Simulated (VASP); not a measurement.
# LiCl (Fm-3m) in VASP: a series of runs

LiCl is run at these levels: PBEsol; tasks: single point, relaxation of cell and atoms.

All numbers are computed with VASP 6.6.1; they aren't measurements. Logs are shortened: lines on timing, memory, paths and dates and some standing lists are left out, and cuts for length are marked.

## Step 1: The cell of the first run

The structure is cubic, space group Fm-3m (No. 225). The conventional cell has a = 5.064 Å, b = 5.064 Å, c = 5.064 Å, α = 90.00°, β = 90.00°, γ = 90.00°. Li (site symmetry m-3m) has 6 Cl at 2.53 Å within 3.3 Å. Within 3.3 Å of Cl (site symmetry m-3m) lie 6 Li at 2.53 Å.

## Step 2: Single point, PBEsol

The input, INCAR:

```
SYSTEM = LiCl
ALGO     = Normal         ! electronic algorithm
EDIFF    = 1E-7           ! SCF threshold, eV
ENCUT    = 520            ! plane-wave cutoff, eV
GGA      = PS             ! functional
ISIF     = 2              ! what is computed and relaxed
ISMEAR   = 0              ! smearing method
LASPH    = .TRUE.         ! aspherical terms in the spheres
LCHARG   = .TRUE.         ! write CHGCAR
LELF     = .TRUE.         ! ELF
LREAL    = .FALSE.        ! projectors in reciprocal space
LVHAR    = .TRUE.       
LWAVE    = .FALSE.        ! write WAVECAR
NBANDS   = 12             ! bands
NELM     = 100            ! most SCF steps
PREC     = Accurate       ! precision mode
SIGMA    = 0.02           ! smearing width, eV
```

The input, KPOINTS:

```
k-points
0
G
  8 8 8
  0 0 0
```

The input, POSCAR:

```
LiCl
1.0
    0.0000000000      2.5321653193      2.5321653193
    2.5321653193      0.0000000000      2.5321653193
    2.5321653193      2.5321653193      0.0000000000
Li Cl
1 1
Direct
    0.0000000000      0.0000000000      0.0000000000
    0.5000000000      0.5000000000      0.5000000000
```

Potentials or basis: VASP PAW PBE potentials, release 64 (Li_sv, Cl).

Command:

```bash
$ cat potpaw_PBE.64/Li_sv/POTCAR potpaw_PBE.64/Cl/POTCAR > POTCAR
$ mpirun -np 1 vasp_std > vasp.out
```

OUTCAR:

```text
SYSTEM = LiCl
   EDIFF = 1E-7
   ENCUT = 520
   GGA = PS
   ISIF = 2
   ISMEAR = 0
   LASPH = .TRUE.
   LREAL = .FALSE.
   NELM = 100
   PREC = Accurate

 ion  position               nearest neighbor table
   1  0.000  0.000  0.000-   2 2.53   2 2.53   2 2.53   2 2.53   2 2.53   2 2.53
   2  0.500  0.500  0.500-   1 2.53   1 2.53   1 2.53   1 2.53   1 2.53   1 2.53

  LATTYP: Found a face centered cubic cell.
 ALAT       =     5.0643306386

  Lattice vectors:

 A1 = (   0.0000000000,   2.5321653193,   2.5321653193)
 A2 = (   2.5321653193,   0.0000000000,   2.5321653193)
 A3 = (   2.5321653193,   2.5321653193,   0.0000000000)

Analysis of symmetry for initial positions (statically):
=====================================================================
 Subroutine PRICEL returns:
 Original cell was already a primitive cell.

 Routine SETGRP: Setting up the symmetry group for a
 face centered cubic supercell.

 Subroutine GETGRP returns: Found 48 space group operations
 (whereof 48 operations were pure point group operations)
 out of a pool of 48 trial point group operations.

The static configuration has the point symmetry O_h .

Analysis of symmetry for dynamics (positions and initial velocities):
=====================================================================
 Subroutine PRICEL returns:
 Original cell was already a primitive cell.

 Routine SETGRP: Setting up the symmetry group for a
 face centered cubic supercell.

 Subroutine GETGRP returns: Found 48 space group operations
 (whereof 48 operations were pure point group operations)
 out of a pool of 48 trial point group operations.

The dynamic configuration has the point symmetry O_h .

 Subroutine INISYM returns: Found 48 space group operations
 (whereof 48 operations are pure point group operations),
 and found     1 'primitive' translations

----------------------------------------------------------------------------------------

                                     Primitive cell

  volume of cell :      32.4718

  direct lattice vectors                    reciprocal lattice vectors
     0.000000000  2.532165319  2.532165319    -0.197459461  0.197459461  0.197459461
     2.532165319  0.000000000  2.532165319     0.197459461 -0.197459461  0.197459461
     2.532165319  2.532165319  0.000000000     0.197459461  0.197459461 -0.197459461

  length of vectors
     3.581022537  3.581022537  3.581022537     0.342009819  0.342009819  0.342009819

  position of ions in fractional coordinates (direct lattice)
     0.000000000  0.000000000  0.000000000
     0.500000000  0.500000000  0.500000000

  ion indices of the primitive-cell ions
   primitive index   ion index
                 1           1
                 2           2

----------------------------------------------------------------------------------------

 KPOINTS: k-points

Automatic generation of k-mesh.
 Grid dimensions read from file:
 generate k-points for:    8    8    8

 Generating k-lattice:

  Cartesian coordinates                     Fractional coordinates (reciprocal lattice)
    -0.024682433  0.024682433  0.024682433     0.125000000  0.000000000  0.000000000
     0.024682433 -0.024682433  0.024682433     0.000000000  0.125000000  0.000000000
     0.024682433  0.024682433 -0.024682433     0.000000000  0.000000000  0.125000000

  Length of vectors
     0.042751227  0.042751227  0.042751227

  Shift w.r.t. Gamma in fractional coordinates (k-lattice)
     0.000000000  0.000000000  0.000000000

 Subroutine IBZKPT returns following result:
 ===========================================

 Found     29 irreducible k-points:

 Following reciprocal coordinates:
            Coordinates               Weight
  0.000000  0.000000  0.000000      1.000000
  0.125000  0.000000  0.000000      8.000000
  0.250000  0.000000  0.000000      8.000000
  0.375000  0.000000  0.000000      8.000000
  0.500000  0.000000  0.000000      4.000000
  0.125000  0.125000  0.000000      6.000000
[... 16 lines left out ...]
  0.500000  0.250000  0.125000     48.000000
 -0.375000  0.250000  0.125000     24.000000
 [... further k-points ...]
   k-points           NKPTS =     29   k-points in BZ     NKDIM =     29   number of bands    NBANDS=     12
   number of dos      NEDOS =    301   number of ions     NIONS =      2
   total plane-waves  NPLWV =  21952
   dimension x,y,z NGX =    28 NGY =   28 NGZ =   28
   dimension x,y,z NGXF=    56 NGYF=   56 NGZF=   56
   ions per type =               1   1
   NGX,Y,Z   is equivalent  to a cutoff of  13.00, 13.00, 13.00 a.u.
   NGXF,Y,Z  is equivalent  to a cutoff of  26.00, 26.00, 26.00 a.u.
 SYSTEM =  LiCl
   PREC   = accura    normal or accurate (medium, high low for compatibility)
   ISTART =      0    job   : 0-new  1-cont  2-samecut
   ICHARG =      2    charge: 1-file 2-atom 10-const
   ISPIN  =      1    spin polarized calculation?
   LNONCOLLINEAR =      F non collinear calculations
   LSORBIT =      F    spin-orbit coupling
   LASPH  =      T    aspherical Exc in radial PAW
   ENCUT  =  520.0 eV  38.22 Ry    6.18 a.u.   6.66  6.66  6.66*2*pi/ulx,y,z
   NELM   =    100;   NELMIN=  2; NELMDL= -5     # of ELM steps
   EDIFF  = 0.1E-06   stopping-criterion for ELM
   LREAL  =      F    real-space projection
   EDIFFG = 0.1E-05   stopping-criterion for IOM
   NSW    =      0    number of steps for IOM
   IBRION =     -1    ionic relax: 0-MD 1-quasi-New 2-CG
   NFREE  =      0    steps in history (QN), initial steepest desc. (CG)
   ISIF   =      2    stress and relaxation
   ISYM   =      2    0-nonsym 1-usesym 2-fastsym
   POTIM  = 0.5000    time-step for ionic-motion
   TEBEG  =    0.0;   TEEND  =   0.0 temperature during run
   PSTRESS=    0.0 pullay stress
   NELECT =      10.0000    total number of electrons
   NUPDOWN=      -1.0000    fix difference up-down
   EMIN   =  10.00;   EMAX   =-10.00  energy-range for DOS
   EFERMI =   0.00;   METHOD = LEGACY
   ISMEAR =     0;   SIGMA  =   0.02  broadening in eV -4-tet -1-fermi 0-gaus
   EFERMI_NEDOS =   21; number of points for ismear=-14 and -15
   IALGO  =     38    algorithm
   IMIX   =      4    mixing-type and parameters
     AMIX     =   0.40;   BMIX     =  1.00
     AMIX_MAG =   1.60;   BMIX_MAG =  1.00
  volume/ion in A,a.u.               =      16.24       109.57
  Fermi-wavevector in a.u.,A,eV,Ry     =   1.105536  2.089160 16.629166  1.222209
  Thomas-Fermi vector in A             =   2.242024
   LORBIT       =      0    0 simple, 1 ext, 2 COOP (PROOUT), +10 PAW based schemes
   GGA     = PS    functional components
   LHFCALC =     F    Hartree Fock is set to
   AEXX    =    0.0000 exact exchange contribution
   IVDW    =     0    specifies the selected vdW correction
   LEPSILON=     F    determine dielectric tensor
   LRPA    =     F    only Hartree local field effects (RPA)
 non-spin polarized calculation
 Gauss-broadening in eV      SIGMA  =   0.02
  energy-cutoff  :      520.00
  volume of cell :       32.47
 maximum number of plane-waves:       893
   NGX = 13   NGY = 13   NGZ = 13

 number of electron      10.0000000 magnetization

 number of electron       9.9999997 magnetization

 Free energy of the ion-electron system (eV)
  ---------------------------------------------------
  ext. energy  EPLUGINS =         0.00000000
  ---------------------------------------------------
  free energy    TOTEN  =        -7.63913795 eV

  energy without entropy =       -7.63913795  energy(sigma->0) =       -7.63913795

 E-fermi :   0.9579     XC(G=0):  -9.0784

 val. band max:        0.8299165812   @ k =   0.0000   0.0000   0.0000
 cond. band min:       7.1895933134   @ k =   0.0000   0.0000   0.0000
 fundamental gap:      6.3596767322
 Fermi energy:         0.9579073211

 k-point     1 :       0.0000    0.0000    0.0000
  band No.  band energies     occupation
      1     -41.9237      2.00000
      2     -12.7032      2.00000
      3       0.8299      2.00000
      4       0.8299      2.00000
      5       0.8299      2.00000
      6       7.1896      0.00000
      7      12.6721      0.00000
      8      12.6721      0.00000
      9      12.6721      0.00000
     10      15.4679      0.00000
     11      15.4679      0.00000
     12      15.4939      0.00000

 k-point     2 :       0.1250    0.0000    0.0000
  band No.  band energies     occupation
      1     -41.9232      2.00000
      2     -12.6199      2.00000
      3       0.2600      2.00000
      4       0.7848      2.00000
      5       0.7848      2.00000
      6       7.6594      0.00000
      7      11.8824      0.00000
      8      12.6056      0.00000
      9      12.6056      0.00000
     10      13.9331      0.00000
     11      13.9331      0.00000
     12      15.9160      0.00000

 k-point     3 :       0.2500    0.0000    0.0000
  band No.  band energies     occupation
      1     -41.9218      2.00000
      2     -12.4066      2.00000
      3      -0.8747      2.00000
      4       0.6822      2.00000
      5       0.6822      2.00000
      6       8.0045      0.00000
      7      11.4654      0.00000
      8      11.4655      0.00000
      9      11.8267      0.00000
     10      14.7830      0.00000
     11      14.7830      0.00000
     12      16.4880      0.00000
[... 286 lines left out ...]
 k-point    23 :       0.5000    0.2500    0.1250
  band No.  band energies     occupation
      1     -41.9198      2.00000
      2     -12.0278      2.00000
      3      -1.6688      2.00000
      4      -0.4946      2.00000
      5       0.2932      2.00000
      6       9.1534      0.00000
      7      10.1557      0.00000
      8      11.1491      0.00000
      9      12.2953      0.00000
     10      15.3223      0.00000
     11      18.5034      0.00000
     12      18.9016      0.00000

 k-point    24 :      -0.3750    0.2500    0.1250
  band No.  band energies     occupation
      1     -41.9193      2.00000
      2     -11.9387      2.00000
      3      -1.9215      2.00000
      4      -0.5989      2.00000
      5       0.1976      2.00000
      6       8.9514      0.00000
      7      10.1039      0.00000
      8      11.3634      0.00000
      9      12.6953      0.00000
     10      16.4311      0.00000
     11      17.1196      0.00000
     12      19.2342      0.00000

 [... further k-points ...]

------------------------ aborting loop because EDIFF is reached ----------------------------------------

  FORCE on cell =-STRESS in cart. coord.  units (eV):
  Direction    XX          YY          ZZ          XY          YZ          ZX
  --------------------------------------------------------------------------------------
  -------------------------------------------------------------------------------------
  Total       -0.0158717     -0.0158717     -0.0158717     -0.0000000      0.0000000      0.0000000
  in kB       -0.7831177     -0.7831177     -0.7831177     -0.0000000      0.0000000      0.0000000
  external PRESSURE =      -0.7831177 kB  Pullay stress =       0.0000000 kB

 VOLUME and BASIS-vectors are now :
 -----------------------------------------------------------------------------
  energy-cutoff  :      520.00
  volume of cell :       32.47
      direct lattice vectors                 reciprocal lattice vectors
     0.000000000  2.532165319  2.532165319    -0.197459461  0.197459461  0.197459461
     2.532165319  0.000000000  2.532165319     0.197459461 -0.197459461  0.197459461
     2.532165319  2.532165319  0.000000000     0.197459461  0.197459461 -0.197459461

 POSITION                                       TOTAL-FORCE (eV/Angst)
 -----------------------------------------------------------------------------------
      0.00000      0.00000      0.00000         0.000000     -0.000000      0.000000
      2.53217      2.53217      2.53217        -0.000000      0.000000     -0.000000
 -----------------------------------------------------------------------------------
    total drift:                                0.000000      0.000000      0.000000

  FREE ENERGIE OF THE ION-ELECTRON SYSTEM (eV)
  ---------------------------------------------------
  free  energy   TOTEN  =        -7.6391379500 eV

  energy  without entropy=       -7.6391379500  energy(sigma->0) =       -7.63913795
```

Run time: 6.2 s. Hardware: 1 thread of Intel Xeon 6975P-C, shared host; peak memory 0.15 GiB.

Results:

```yaml
Free_energy: -7.6391 eV
Band_gap_on_the_k_mesh: 6.36 eV, direct
```

Caveat: the cutoff is under 1.25 times the usual one of these potentials, so pressure, stress and relaxed cells hold a basis-set (Pulay) error; the PAW data sets were made with another functional, which shifts forces and pressure a little. A k mesh can miss the band edges.

[end of part 1 of 2]
